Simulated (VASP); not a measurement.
A run of VASP 6.6.1:

The input INCAR:

```
SYSTEM = AlN
PREC = Accurate
ENCUT = 520
EDIFF = 1E-7
ISMEAR = 0
SIGMA = 0.05
LREAL = .False.
LASPH = .True.
NELM = 100
ALGO = Normal
ISIF = 2
LWAVE = .False.
LCHARG = .False.
GGA = PS
NBANDS = 11
```

Contents of KPOINTS:

```
Automatic mesh
0
Gamma
  10 10 10
  0 0 0
```

The input POSCAR:

```
AlN
1.0
    0.1098594491      2.0786667811      2.0786667811
    2.0786667811      0.1098594491      2.0786667811
    2.0786667811      2.0786667811      0.1098594491
Al N
1 1
Direct
    0.5000000000      0.5000000000      0.5000000000
    0.0000000000      0.0000000000      0.0000000000
```

Potentials or basis: VASP PAW PBE potentials, release 64 (Al, N).

The run is started by

```bash
$ cat potpaw_PBE.64/Al/POTCAR potpaw_PBE.64/N/POTCAR > POTCAR
$ mpirun -np 1 vasp_std > vasp.out
```

Hardware: 1 thread of Intel Xeon 6975P-C, with other jobs on the host.

Estimate the wall time of this run.

Run time: 26 s on 1 thread of Intel Xeon 6975P-C (shared host), peak memory 0.14 GiB. Counts: scf iterations 13, k points 116.
